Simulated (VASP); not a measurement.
# SiC3 (P-4m2) in VASP: single point with PBE

Aim: the single point of SiC3 with PBE.

Everything below comes from runs of VASP 6.6.1. Logs are shortened: lines on timing, memory, paths and dates and some standing lists are left out, and cuts for length are marked.

### Step 1. The cell of the first run

It takes space group P-4m2 (No. 115, tetragonal). Conventional cell: a = 2.805 Å, b = 2.805 Å, c = 4.113 Å, α = 90.00°, β = 90.00°, γ = 90.00°. Si (site symmetry -4m2) has 4 C at 1.84 Å within 2.4 Å. Within 2.2 Å of C (site symmetry -4m2) lie 4 C at 1.65 Å. C (site symmetry 2mm) has 2 C at 1.65 Å and 2 Si at 1.84 Å within 2.2 Å.

### Step 2. Single point, PBE

INCAR reads:

```
SYSTEM = SiC3
PREC = Accurate
ENCUT = 600
EDIFF = 1E-6
ISMEAR = 0
SIGMA = 0.2
LREAL = .FALSE.
LASPH = .TRUE.
NELM = 120
ALGO = Normal
ISIF = 2
LWAVE = .FALSE.
LCHARG = .FALSE.
GGA = PE
NBANDS = 16
GGA_COMPAT = .FALSE.
```

KPOINTS reads:

```
regular mesh
0
G
  6 6 5
  0 0 0
```

POSCAR reads:

```
SiC3
1.0
    2.8050347336      0.0000000000      0.0000000000
    0.0000000000      2.8050347336      0.0000000000
    0.0000000000      0.0000000000      4.1125742166
Si C
1 3
Direct
    0.0000000000      0.0000000000      0.0000000000
    0.5000000000      0.5000000000      0.5000000000
    0.0000000000      0.5000000000      0.2879663495
    0.5000000000      0.0000000000      0.7120336505
```

Potentials or basis: VASP PAW PBE potentials, release 64 (Si, C).

On the command line:

```bash
$ cat potpaw_PBE.64/Si/POTCAR potpaw_PBE.64/C/POTCAR > POTCAR
$ mpirun -np 1 vasp_std > vasp.out
```

OUTCAR:

```text
SYSTEM = SiC3
   PREC = Accurate
   ENCUT = 600
   EDIFF = 1E-6
   ISMEAR = 0
   LREAL = .FALSE.
   LASPH = .TRUE.
   NELM = 120
   ISIF = 2
   GGA = PE

 ion  position               nearest neighbor table
   1  0.000  0.000  0.000-   3 1.84   4 1.84   3 1.84   4 1.84
   2  0.500  0.500  0.500-   3 1.65   4 1.65   4 1.65   3 1.65
   3  0.000  0.500  0.288-   2 1.65   2 1.65   1 1.84   1 1.84
   4  0.500  0.000  0.712-   2 1.65   2 1.65   1 1.84   1 1.84

  LATTYP: Found a simple tetragonal cell.
 ALAT       =     2.8050347336
 C/A-ratio  =     1.4661402111

  Lattice vectors:

 A1 = (   2.8050347336,   0.0000000000,   0.0000000000)
 A2 = (   0.0000000000,   2.8050347336,   0.0000000000)
 A3 = (   0.0000000000,   0.0000000000,   4.1125742166)

Analysis of symmetry for initial positions (statically):
=====================================================================
 Subroutine PRICEL returns:
 Original cell was already a primitive cell.

 Routine SETGRP: Setting up the symmetry group for a
 simple tetragonal supercell.

 Subroutine GETGRP returns: Found  8 space group operations
 (whereof  8 operations were pure point group operations)
 out of a pool of 16 trial point group operations.

The static configuration has the point symmetry D_2d.

Analysis of symmetry for dynamics (positions and initial velocities):
=====================================================================
 Subroutine PRICEL returns:
 Original cell was already a primitive cell.

 Routine SETGRP: Setting up the symmetry group for a
 simple tetragonal supercell.

 Subroutine GETGRP returns: Found  8 space group operations
 (whereof  8 operations were pure point group operations)
 out of a pool of 16 trial point group operations.

The dynamic configuration has the point symmetry D_2d.

 Subroutine INISYM returns: Found  8 space group operations
 (whereof  8 operations are pure point group operations),
 and found     1 'primitive' translations

----------------------------------------------------------------------------------------

                                     Primitive cell

  volume of cell :      32.3586

  direct lattice vectors                    reciprocal lattice vectors
     2.805034734  0.000000000  0.000000000     0.356501824  0.000000000  0.000000000
     0.000000000  2.805034734  0.000000000     0.000000000  0.356501824  0.000000000
     0.000000000  0.000000000  4.112574217     0.000000000  0.000000000  0.243156706

  length of vectors
     2.805034734  2.805034734  4.112574217     0.356501824  0.356501824  0.243156706

  position of ions in fractional coordinates (direct lattice)
     0.000000000  0.000000000  0.000000000
     0.500000000  0.500000000  0.500000000
     0.000000000  0.500000000  0.287966350
     0.500000000  0.000000000  0.712033650

  ion indices of the primitive-cell ions
   primitive index   ion index
                 1           1
                 2           2
                 3           3
                 4           4

----------------------------------------------------------------------------------------

 KPOINTS: regular mesh

Automatic generation of k-mesh.
 Grid dimensions read from file:
 generate k-points for:    6    6    5

 Generating k-lattice:

  Cartesian coordinates                     Fractional coordinates (reciprocal lattice)
     0.059416971  0.000000000  0.000000000     0.166666667  0.000000000  0.000000000
     0.000000000  0.059416971  0.000000000     0.000000000  0.166666667  0.000000000
     0.000000000  0.000000000  0.048631341     0.000000000  0.000000000  0.200000000

  Length of vectors
     0.059416971  0.059416971  0.048631341

  Shift w.r.t. Gamma in fractional coordinates (k-lattice)
     0.000000000  0.000000000  0.000000000

 Subroutine IBZKPT returns following result:
 ===========================================

 Found     30 irreducible k-points:

 Following reciprocal coordinates:
            Coordinates               Weight
  0.000000  0.000000  0.000000      1.000000
  0.166667  0.000000  0.000000      4.000000
  0.333333  0.000000  0.000000      4.000000
  0.500000  0.000000  0.000000      2.000000
  0.166667  0.166667  0.000000      4.000000
  0.333333  0.166667  0.000000      8.000000
[... 16 lines left out ...]
  0.333333  0.000000  0.400000      8.000000
  0.500000  0.000000  0.400000      4.000000
 [... further k-points ...]
   k-points           NKPTS =     30   k-points in BZ     NKDIM =     30   number of bands    NBANDS=     16
   number of dos      NEDOS =    301   number of ions     NIONS =      4
   total plane-waves  NPLWV =  20736
   dimension x,y,z NGX =    24 NGY =   24 NGZ =   36
   dimension x,y,z NGXF=    48 NGYF=   48 NGZF=   72
   ions per type =               1   3
   NGX,Y,Z   is equivalent  to a cutoff of  14.22, 14.22, 14.55 a.u.
   NGXF,Y,Z  is equivalent  to a cutoff of  28.45, 28.45, 29.11 a.u.
 SYSTEM =  SiC3
   PREC   = accura    normal or accurate (medium, high low for compatibility)
   ISTART =      0    job   : 0-new  1-cont  2-samecut
   ICHARG =      2    charge: 1-file 2-atom 10-const
   ISPIN  =      1    spin polarized calculation?
   LNONCOLLINEAR =      F non collinear calculations
   LSORBIT =      F    spin-orbit coupling
   LASPH  =      T    aspherical Exc in radial PAW
   ENCUT  =  600.0 eV  44.10 Ry    6.64 a.u.   5.60  5.60  8.21*2*pi/ulx,y,z
   NELM   =    120;   NELMIN=  2; NELMDL= -5     # of ELM steps
   EDIFF  = 0.1E-05   stopping-criterion for ELM
   LREAL  =      F    real-space projection
   EDIFFG = 0.1E-04   stopping-criterion for IOM
   NSW    =      0    number of steps for IOM
   IBRION =     -1    ionic relax: 0-MD 1-quasi-New 2-CG
   NFREE  =      0    steps in history (QN), initial steepest desc. (CG)
   ISIF   =      2    stress and relaxation
   ISYM   =      2    0-nonsym 1-usesym 2-fastsym
   POTIM  = 0.5000    time-step for ionic-motion
   TEBEG  =    0.0;   TEEND  =   0.0 temperature during run
   PSTRESS=    0.0 pullay stress
   NELECT =      16.0000    total number of electrons
   NUPDOWN=      -1.0000    fix difference up-down
   EMIN   =  10.00;   EMAX   =-10.00  energy-range for DOS
   EFERMI =   0.00;   METHOD = LEGACY
   ISMEAR =     0;   SIGMA  =   0.20  broadening in eV -4-tet -1-fermi 0-gaus
   EFERMI_NEDOS =   21; number of points for ismear=-14 and -15
   IALGO  =     38    algorithm
   IMIX   =      4    mixing-type and parameters
     AMIX     =   0.40;   BMIX     =  1.00
     AMIX_MAG =   1.60;   BMIX_MAG =  1.00
  volume/ion in A,a.u.               =       8.09        54.59
  Fermi-wavevector in a.u.,A,eV,Ry     =   1.294548  2.446341 22.801377  1.675854
  Thomas-Fermi vector in A             =   2.426124
   LORBIT       =      0    0 simple, 1 ext, 2 COOP (PROOUT), +10 PAW based schemes
   GGA     = PE    functional components
   LHFCALC =     F    Hartree Fock is set to
   AEXX    =    0.0000 exact exchange contribution
   IVDW    =     0    specifies the selected vdW correction
   LEPSILON=     F    determine dielectric tensor
   LRPA    =     F    only Hartree local field effects (RPA)
 non-spin polarized calculation
 Gauss-broadening in eV      SIGMA  =   0.20
  energy-cutoff  :      600.00
  volume of cell :       32.36
 maximum number of plane-waves:      1092
 NGX is ok and might be reduce to    24
   NGX = 11   NGY = 11   NGZ = 17

 number of electron      15.9999999 magnetization

 Free energy of the ion-electron system (eV)
  ---------------------------------------------------
  ext. energy  EPLUGINS =         0.00000000
  ---------------------------------------------------
  free energy    TOTEN  =       -31.08474659 eV

  energy without entropy =      -31.08474659  energy(sigma->0) =      -31.08474659

 E-fermi :  10.1141     XC(G=0): -12.0496

 val. band max:        9.3143473236   @ k =   0.0000   0.0000   0.0000
 cond. band min:      10.9127500473   @ k =   0.5000   0.5000   0.0000
 fundamental gap:      1.5984027236
 Fermi energy:        10.1140830908

 k-point     1 :       0.0000    0.0000    0.0000
  band No.  band energies     occupation
      1      -9.3098      2.00000
      2      -2.7447      2.00000
      3      -1.4965      2.00000
      4       3.8639      2.00000
      5       3.8639      2.00000
      6       8.6288      2.00000
[... 8 lines left out ...]
     15      22.5399      0.00000
     16      23.8085      0.00000

 k-point     2 :       0.1667    0.0000    0.0000
  band No.  band energies     occupation
      1      -8.8958      2.00000
      2      -2.5927      2.00000
      3      -1.2156      2.00000
      4       2.2213      2.00000
      5       4.1406      2.00000
      6       7.3244      2.00000
[... 8 lines left out ...]
     15      22.9659      0.00000
     16      23.0173      0.00000

 k-point     3 :       0.3333    0.0000    0.0000
  band No.  band energies     occupation
      1      -7.6979      2.00000
      2      -3.2772      2.00000
      3      -0.5019      2.00000
      4       1.2893      2.00000
      5       4.5193      2.00000
      6       4.8230      2.00000
[... 8 lines left out ...]
     15      21.0554      0.00000
     16      22.2815      0.00000

 k-point     4 :       0.5000    0.0000    0.0000
  band No.  band energies     occupation
      1      -6.3332      2.00000
      2      -4.8928      2.00000
      3       0.3825      2.00000
      4       2.5138      2.00000
      5       2.8669      2.00000
      6       3.1119      2.00000
[... 8 lines left out ...]
     15      20.5174      0.00000
     16      21.7045      0.00000
[... 324 lines left out ...]
 k-point    22 :       0.1667    0.0000    0.4000
  band No.  band energies     occupation
      1      -8.0632      2.00000
      2      -5.6997      2.00000
      3       1.6849      2.00000
      4       3.4888      2.00000
      5       4.4878      2.00000
      6       5.3778      2.00000
[... 8 lines left out ...]
     15      20.0648      0.00000
     16      21.0978      0.00000

 k-point    23 :       0.3333    0.0000    0.4000
  band No.  band energies     occupation
      1      -6.9645      2.00000
      2      -4.6458      2.00000
      3      -1.0238      2.00000
      4       1.1097      2.00000
      5       5.0464      2.00000
      6       5.5049      2.00000
[... 8 lines left out ...]
     15      19.5680      0.00000
     16      21.4658      0.00000

 k-point    24 :       0.5000    0.0000    0.4000
  band No.  band energies     occupation
      1      -5.8978      2.00000
      2      -4.2236      2.00000
      3      -1.7848      2.00000
      4      -0.9424      2.00000
      5       5.3843      2.00000
      6       6.2662      2.00000
[... 8 lines left out ...]
     15      20.6717      0.00000
     16      21.8159      0.00000

 [... further k-points ...]

------------------------ aborting loop because EDIFF is reached ----------------------------------------

  FORCE on cell =-STRESS in cart. coord.  units (eV):
  Direction    XX          YY          ZZ          XY          YZ          ZX
  --------------------------------------------------------------------------------------
  -------------------------------------------------------------------------------------
  Total       -0.1250597     -0.1250597     -0.1426936      0.0000000     -0.0000000      0.0000000
  in kB       -6.1920988     -6.1920988     -7.0652075      0.0000000     -0.0000000      0.0000000
  external PRESSURE =      -6.4831350 kB  Pullay stress =       0.0000000 kB

 VOLUME and BASIS-vectors are now :
 -----------------------------------------------------------------------------
  energy-cutoff  :      600.00
  volume of cell :       32.36
      direct lattice vectors                 reciprocal lattice vectors
     2.805034734  0.000000000  0.000000000     0.356501824  0.000000000  0.000000000
     0.000000000  2.805034734  0.000000000     0.000000000  0.356501824  0.000000000
     0.000000000  0.000000000  4.112574217     0.000000000  0.000000000  0.243156706

 POSITION                                       TOTAL-FORCE (eV/Angst)
 -----------------------------------------------------------------------------------
      0.00000      0.00000      0.00000        -0.000000      0.000000      0.000000
      1.40252      1.40252      2.05629        -0.000000     -0.000000      0.000000
      0.00000      1.40252      1.18428         0.000000      0.000000     -0.013513
      1.40252      0.00000      2.92829        -0.000000      0.000000      0.013513
 -----------------------------------------------------------------------------------
    total drift:                                0.000000      0.000000     -0.000000

  FREE ENERGIE OF THE ION-ELECTRON SYSTEM (eV)
  ---------------------------------------------------
  free  energy   TOTEN  =       -31.0847465927 eV

  energy  without entropy=      -31.0847465924  energy(sigma->0) =      -31.08474659
```

Wall time 8.4 s (1 thread of Intel Xeon Platinum 8488C (Sapphire Rapids), shared host); peak memory 0.15 GiB.

Results:

| Quantity | Value |
| --- | --- |
| Free energy | -31.0847 eV |
| Pressure | -0.6 GPa |
| Largest force | 0.014 eV/Å |
| Band gap on the k mesh | 1.60 eV (least direct gap 1.79 eV) |

Forces in eV/Å, atoms in the order of the input:
```
Si   0.000  0.000  0.000
C    0.000  0.000  0.000
C    0.000  0.000 -0.014
C    0.000  0.000  0.014
```

Caveat: an odd mesh through Γ misses points on the zone boundary, where band edges can lie.
